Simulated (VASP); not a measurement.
# LiTm2P6Rh (Fm-3m) in VASP: single point with PBE

Aim: the single point of LiTm2P6Rh with PBE.

Program: VASP 6.6.1. These are calculated values, not measurements. Logs are shortened: lines on timing, memory, paths and dates and some standing lists are left out, and cuts for length are marked.

**1. The cell of the first run**

It takes space group Fm-3m (No. 225, cubic). Conventional cell: a = 8.800 Å, b = 8.800 Å, c = 8.800 Å, α = 90.00°, β = 90.00°, γ = 90.00°. P (site symmetry 4mm) has 1 Rh at 2.05 Å and 1 Li at 2.35 Å within 2.7 Å. Within 3.1 Å of Li (site symmetry m-3m) lie 6 P at 2.35 Å. Within 4.1 Å of Tm (site symmetry -43m) lie 12 P at 3.11 Å and 4 Li at 3.81 Å and 4 Rh at 3.81 Å. Rh (site symmetry m-3m) has 6 P at 2.05 Å within 2.7 Å.

**2. Single point, PBE, collinear spin, ferromagnetic start**

Contents of INCAR:

```
PREC = Accurate
ENCUT = 520
EDIFF = 1E-6
ISMEAR = -1
SIGMA = 0.1
LREAL = False
LASPH = True
NELM = 150
ALGO = Normal
ISIF = 2
LWAVE = False
LCHARG = False
ISPIN = 2
MAGMOM = 0 0 0 0 0 0 0 2 2 1
LORBIT = 11
LMAXMIX = 6
GGA = PE
NBANDS = 62
```

Contents of KPOINTS:

```
regular mesh
0
Gamma
  5 5 5
```

Contents of POSCAR:

```
LiTm2P6Rh
1.0
    0.0000000000      4.4001112900      4.4001112900
    4.4001112900      0.0000000000      4.4001112900
    4.4001112900      4.4001112900      0.0000000000
P Li Tm Rh
6 1 2 1
Direct
    0.7670000000      0.2330000000      0.2330000000
    0.2330000000      0.7670000000      0.2330000000
    0.2330000000      0.7670000000      0.7670000000
    0.7670000000      0.2330000000      0.7670000000
    0.2330000000      0.2330000000      0.7670000000
    0.7670000000      0.7670000000      0.2330000000
    0.5000000000      0.5000000000      0.5000000000
    0.2500000000      0.2500000000      0.2500000000
    0.7500000000      0.7500000000      0.7500000000
    0.0000000000      0.0000000000      0.0000000000
```

Potentials or basis: VASP PAW PBE potentials, release 64 (P, Li_sv, Tm, Rh_pv).

Command:

```bash
$ cat potpaw_PBE.64/P/POTCAR potpaw_PBE.64/Li_sv/POTCAR potpaw_PBE.64/Tm/POTCAR potpaw_PBE.64/Rh_pv/POTCAR > POTCAR
$ mpirun -np 1 vasp_std > vasp.out
```

OUTCAR:

```text
PREC = Accurate
   ENCUT = 520
   EDIFF = 1E-6
   ISMEAR = -1
   LREAL = False
   LASPH = True
   NELM = 150
   ISIF = 2
   ISPIN = 2
   LORBIT = 11
   GGA = PE

 ion  position               nearest neighbor table
   1  0.767  0.233  0.233-  10 2.05   7 2.35   5 2.90   6 2.90   2 2.90   4 2.90   9 3.11   8 3.11
                             9 3.11   8 3.11
   2  0.233  0.767  0.233-  10 2.05   7 2.35   5 2.90   6 2.90   1 2.90   3 2.90   9 3.11   8 3.11
                             9 3.11   8 3.11
   3  0.233  0.767  0.767-  10 2.05   7 2.35   5 2.90   6 2.90   2 2.90   4 2.90   9 3.11   9 3.11
                             8 3.11   8 3.11
   4  0.767  0.233  0.767-  10 2.05   7 2.35   5 2.90   6 2.90   1 2.90   3 2.90   9 3.11   9 3.11
                             8 3.11   8 3.11
   5  0.233  0.233  0.767-  10 2.05   7 2.35   3 2.90   4 2.90   1 2.90   2 2.90   9 3.11   8 3.11
                             9 3.11   8 3.11
   6  0.767  0.767  0.233-  10 2.05   7 2.35   3 2.90   4 2.90   1 2.90   2 2.90   9 3.11   9 3.11
                             8 3.11   8 3.11
   7  0.500  0.500  0.500-   1 2.35   2 2.35   3 2.35   4 2.35   5 2.35   6 2.35
   8  0.250  0.250  0.250-   1 3.11   4 3.11   6 3.11   2 3.11   3 3.11   6 3.11   3 3.11   4 3.11
                             5 3.11   1 3.11   2 3.11   5 3.11
   9  0.750  0.750  0.750-   3 3.11   4 3.11   6 3.11   1 3.11   2 3.11   6 3.11   1 3.11   4 3.11
                             5 3.11   2 3.11   3 3.11   5 3.11
  10  0.000  0.000  0.000-   1 2.05   2 2.05   3 2.05   4 2.05   5 2.05   6 2.05

  LATTYP: Found a face centered cubic cell.
 ALAT       =     8.8002225800

  Lattice vectors:

 A1 = (   0.0000000000,   4.4001112900,   4.4001112900)
 A2 = (   4.4001112900,   0.0000000000,   4.4001112900)
 A3 = (   4.4001112900,   4.4001112900,   0.0000000000)

Analysis of symmetry for initial positions (statically):
=====================================================================
 Subroutine PRICEL returns:
 Original cell was already a primitive cell.

 Routine SETGRP: Setting up the symmetry group for a
 face centered cubic supercell.

 Subroutine GETGRP returns: Found 48 space group operations
 (whereof 48 operations were pure point group operations)
 out of a pool of 48 trial point group operations.

The static configuration has the point symmetry O_h .

Analysis of symmetry for dynamics (positions and initial velocities):
=====================================================================
 Subroutine PRICEL returns:
 Original cell was already a primitive cell.

 Routine SETGRP: Setting up the symmetry group for a
 face centered cubic supercell.

 Subroutine GETGRP returns: Found 48 space group operations
 (whereof 48 operations were pure point group operations)
 out of a pool of 48 trial point group operations.

The dynamic configuration has the point symmetry O_h .

Analysis of structural, dynamic, and magnetic symmetry:
=====================================================================
 Subroutine PRICEL returns:
 Original cell was already a primitive cell.

 Routine SETGRP: Setting up the symmetry group for a
 face centered cubic supercell.

 Subroutine GETGRP returns: Found 48 space group operations
 (whereof 48 operations were pure point group operations)
 out of a pool of 48 trial point group operations.

The overall configuration has the point symmetry O_h .

 Subroutine INISYM returns: Found 48 space group operations
 (whereof 48 operations are pure point group operations),
 and found     1 'primitive' translations

----------------------------------------------------------------------------------------

                                     Primitive cell

  volume of cell :     170.3809

  direct lattice vectors                    reciprocal lattice vectors
     0.000000000  4.400111290  4.400111290    -0.113633489  0.113633489  0.113633489
     4.400111290  0.000000000  4.400111290     0.113633489 -0.113633489  0.113633489
     4.400111290  4.400111290  0.000000000     0.113633489  0.113633489 -0.113633489

  length of vectors
     6.222697062  6.222697062  6.222697062     0.196818977  0.196818977  0.196818977

  position of ions in fractional coordinates (direct lattice)
     0.767000000  0.233000000  0.233000000
     0.233000000  0.767000000  0.233000000
     0.233000000  0.767000000  0.767000000
     0.767000000  0.233000000  0.767000000
     0.233000000  0.233000000  0.767000000
     0.767000000  0.767000000  0.233000000
     0.500000000  0.500000000  0.500000000
     0.250000000  0.250000000  0.250000000
     0.750000000  0.750000000  0.750000000
     0.000000000  0.000000000  0.000000000

  ion indices of the primitive-cell ions
   primitive index   ion index
                 1           1
[... 29 lines left out ...]
     0.000000000  0.000000000  0.000000000

 Subroutine IBZKPT returns following result:
 ===========================================

 Found     10 irreducible k-points:

 Following reciprocal coordinates:
            Coordinates               Weight
  0.000000  0.000000  0.000000      1.000000
  0.200000  0.000000  0.000000      8.000000
  0.400000  0.000000  0.000000      8.000000
  0.200000  0.200000  0.000000      6.000000
  0.400000  0.200000  0.000000     24.000000
 -0.400000  0.200000  0.000000     24.000000
 -0.200000  0.200000  0.000000     12.000000
  0.400000  0.400000  0.000000      6.000000
 -0.400000  0.400000  0.000000     12.000000
 -0.400000  0.400000  0.200000     24.000000
   k-points           NKPTS =     10   k-points in BZ     NKDIM =     10   number of bands    NBANDS=     62
   number of dos      NEDOS =    301   number of ions     NIONS =     10
   total plane-waves  NPLWV = 110592
   dimension x,y,z NGX =    48 NGY =   48 NGZ =   48
   dimension x,y,z NGXF=    96 NGYF=   96 NGZF=   96
   ions per type =               6   1   2   1
   NGX,Y,Z   is equivalent  to a cutoff of  12.82, 12.82, 12.82 a.u.
   NGXF,Y,Z  is equivalent  to a cutoff of  25.65, 25.65, 25.65 a.u.
 SYSTEM =  unknown system
   PREC   = accura    normal or accurate (medium, high low for compatibility)
   ISTART =      0    job   : 0-new  1-cont  2-samecut
   ICHARG =      2    charge: 1-file 2-atom 10-const
   ISPIN  =      2    spin polarized calculation?
   LNONCOLLINEAR =      F non collinear calculations
   LSORBIT =      F    spin-orbit coupling
   LASPH  =      T    aspherical Exc in radial PAW
   ENCUT  =  520.0 eV  38.22 Ry    6.18 a.u.  11.57 11.57 11.57*2*pi/ulx,y,z
   NELM   =    150;   NELMIN=  2; NELMDL= -5     # of ELM steps
   EDIFF  = 0.1E-05   stopping-criterion for ELM
   LREAL  =      F    real-space projection
   EDIFFG = 0.1E-04   stopping-criterion for IOM
   NSW    =      0    number of steps for IOM
   IBRION =     -1    ionic relax: 0-MD 1-quasi-New 2-CG
   NFREE  =      0    steps in history (QN), initial steepest desc. (CG)
   ISIF   =      2    stress and relaxation
   ISYM   =      2    0-nonsym 1-usesym 2-fastsym
   POTIM  = 0.5000    time-step for ionic-motion
   TEBEG  =    0.0;   TEEND  =   0.0 temperature during run
   PSTRESS=    0.0 pullay stress
   NELECT =      94.0000    total number of electrons
   NUPDOWN=      -1.0000    fix difference up-down
   EMIN   =  10.00;   EMAX   =-10.00  energy-range for DOS
   EFERMI =   0.00;   METHOD = LEGACY
   ISMEAR =    -1;   SIGMA  =   0.10  broadening in eV -4-tet -1-fermi 0-gaus
   EFERMI_NEDOS =   21; number of points for ismear=-14 and -15
   IALGO  =     38    algorithm
   IMIX   =      4    mixing-type and parameters
     AMIX     =   0.40;   BMIX     =  1.00
     AMIX_MAG =   1.60;   BMIX_MAG =  1.00
  volume/ion in A,a.u.               =      17.04       114.98
  Fermi-wavevector in a.u.,A,eV,Ry     =   1.342694  2.537324 24.528961  1.802828
  Thomas-Fermi vector in A             =   2.470828
   LORBIT       =     11    0 simple, 1 ext, 2 COOP (PROOUT), +10 PAW based schemes
   GGA     = PE    functional components
   LHFCALC =     F    Hartree Fock is set to
   AEXX    =    0.0000 exact exchange contribution
   IVDW    =     0    specifies the selected vdW correction
   LEPSILON=     F    determine dielectric tensor
   LRPA    =     F    only Hartree local field effects (RPA)
 spin polarized calculation
  energy-cutoff  :      520.00
  volume of cell :      170.38
 maximum number of plane-waves:      4621
 NGX is ok and might be reduce to    48
   NGX = 23   NGY = 23   NGZ = 23

 number of electron      94.0000024 magnetization       2.6384286

 Free energy of the ion-electron system (eV)
  ---------------------------------------------------
  ext. energy  EPLUGINS =         0.00000000
  ---------------------------------------------------
  free energy    TOTEN  =       -46.89417174 eV

  energy without entropy =      -46.39734325  energy(sigma->0) =      -46.64575749

 E-fermi :   6.7146     XC(G=0): -11.0019

 val. band max:        6.7052878716   @ k =   0.4000   0.2000   0.0000
 cond. band min:       6.7224605511   @ k =  -0.2000   0.2000   0.0000
 fundamental gap:      0.0171726795
 Fermi energy:         6.7146167463

 spin component 1

 k-point     1 :       0.0000    0.0000    0.0000
  band No.  band energies     occupation
      1     -43.7704      1.00000
      2     -43.7688      1.00000
      3     -41.7536      1.00000
      4     -41.7536      1.00000
      5     -41.7536      1.00000
      6     -39.2553      1.00000
[... 609 lines left out ...]
     58      10.8843      0.00000
     59      11.0390      0.00000
 Fermi energy:         6.7146167463

 spin component 2

 k-point     1 :       0.0000    0.0000    0.0000
  band No.  band energies     occupation
      1     -43.1921      1.00000
      2     -43.1903      1.00000
      3     -41.7513      1.00000
      4     -41.7513      1.00000
      5     -41.7513      1.00000
      6     -39.2554      1.00000
[... 609 lines left out ...]
     58      10.9414      0.00000
     59      11.1165      0.00000
 [bands above 59 left out]

------------------------ aborting loop because EDIFF is reached ----------------------------------------

  FORCE on cell =-STRESS in cart. coord.  units (eV):
  Direction    XX          YY          ZZ          XY          YZ          ZX
  --------------------------------------------------------------------------------------
  -------------------------------------------------------------------------------------
  Total       26.6538635     26.6538635     26.6538635     -0.0000000     -0.0000000     -0.0000000
  in kB      250.6396486    250.6396486    250.6396486     -0.0000000     -0.0000000     -0.0000000
  external PRESSURE =     250.6396486 kB  Pullay stress =       0.0000000 kB

 VOLUME and BASIS-vectors are now :
 -----------------------------------------------------------------------------
  energy-cutoff  :      520.00
  volume of cell :      170.38
      direct lattice vectors                 reciprocal lattice vectors
     0.000000000  4.400111290  4.400111290    -0.113633489  0.113633489  0.113633489
     4.400111290  0.000000000  4.400111290     0.113633489 -0.113633489  0.113633489
     4.400111290  4.400111290  0.000000000     0.113633489  0.113633489 -0.113633489

 POSITION                                       TOTAL-FORCE (eV/Angst)
 -----------------------------------------------------------------------------------
      2.05045      4.40011      4.40011         6.436829     -0.000000      0.000000
      4.40011      2.05045      4.40011        -0.000000      6.436829      0.000000
      6.74977      4.40011      4.40011        -6.436829     -0.000000      0.000000
      4.40011      6.74977      4.40011        -0.000000     -6.436829      0.000000
      4.40011      4.40011      2.05045        -0.000000     -0.000000      6.436829
      4.40011      4.40011      6.74977        -0.000000     -0.000000     -6.436829
      4.40011      4.40011      4.40011        -0.000000     -0.000000      0.000000
      2.20006      2.20006      2.20006         0.000000      0.000000      0.000000
      6.60017      6.60017      6.60017         0.000000     -0.000000     -0.000000
      0.00000      0.00000      0.00000        -0.000000     -0.000000      0.000000
 -----------------------------------------------------------------------------------
    total drift:                               -0.000000     -0.000000     -0.000000

  FREE ENERGIE OF THE ION-ELECTRON SYSTEM (eV)
  ---------------------------------------------------
  free  energy   TOTEN  =       -46.8941717411 eV

  energy  without entropy=      -46.3973432465  energy(sigma->0) =      -46.64575749

 total charge

# of ion       s       p       d       f       tot
--------------------------------------------------
    1        1.114   1.397   0.000   0.000   2.511
    2        1.114   1.397   0.000   0.000   2.511
    3        1.114   1.397   0.000   0.000   2.511
    4        1.114   1.397   0.000   0.000   2.511
    5        1.114   1.397   0.000   0.000   2.511
    6        1.114   1.397   0.000   0.000   2.511
    7        2.034   0.085   0.000   0.000   2.119
    8        2.107   5.935   0.396  12.495  20.932
    9        2.107   5.935   0.396  12.495  20.932
   10        0.667   6.746   7.902   0.000  15.315
--------------------------------------------------
tot         13.597  27.080   8.694  24.989  74.361

 magnetization (x)

# of ion       s       p       d       f       tot
--------------------------------------------------
    1        0.001  -0.002   0.000   0.000  -0.001
    2        0.001  -0.002   0.000   0.000  -0.001
    3        0.001  -0.002   0.000   0.000  -0.001
    4        0.001  -0.002   0.000   0.000  -0.001
    5        0.001  -0.002   0.000   0.000  -0.001
    6        0.001  -0.002   0.000   0.000  -0.001
    7        0.000  -0.000   0.000   0.000  -0.000
    8        0.002  -0.018   0.009   1.322   1.314
    9        0.002  -0.018   0.009   1.322   1.314
   10       -0.000  -0.000   0.002   0.000   0.002
--------------------------------------------------
tot          0.009  -0.046   0.019   2.644   2.627
```

Run time: 21 min. Hardware: 1 thread of Intel Xeon Platinum 8488C (Sapphire Rapids), shared host; peak memory 0.51 GiB.

Results:

```
Free energy                                           : -46.8942 eV
Largest force                                         : 6.437 eV/Å
Net moment                                            : 2.64 μB per cell
Site moments                                          : P -0.00; Li -0.00; Tm +1.31; Rh +0.00 μB
Valence electrons inside the program's atomic spheres : P 2.51; Li 2.12; Tm 20.93; Rh 15.31
```

Forces in eV/Å, atoms in the order of the input:
```
P    6.437  0.000  0.000
P    0.000  6.437  0.000
P   -6.437  0.000  0.000
P    0.000 -6.437  0.000
P    0.000  0.000  6.437
P    0.000  0.000 -6.437
Li   0.000  0.000  0.000
Tm   0.000  0.000  0.000
Tm   0.000  0.000  0.000
Rh   0.000  0.000  0.000
```

Levels at points of the mesh, in eV from the Fermi level:
Spin up:
```csv
k point,band 45,band 46,band 47,band 48,band 49,band 50,band 51,band 52
"(0.00, 0.00, 0.00)",-0.30,-0.30,-0.30,0.79,1.42,1.42,1.42,1.68
```
Spin down:
```
           k point  band 43  band 44  band 45  band 46  band 47  band 48  band 49  band 50
(0.00, 0.00, 0.00)    -0.15    -0.15     0.37     0.37     0.37     0.83     1.42     1.42
```

Caveat: the cutoff is under 1.25 times the usual one of these potentials, so pressure, stress and relaxed cells hold a basis-set (Pulay) error; the magnetic or orbital state may not be the lowest; spin-orbit coupling is left out, which moves the levels of the heavy elements; semilocal functionals describe open f shells poorly, which spoils levels, moments and volumes; forces of over 1 eV/Å act on the atoms, so gaps and moduli don't describe the material at rest. The state reached can hang on the start; a lower one may exist.
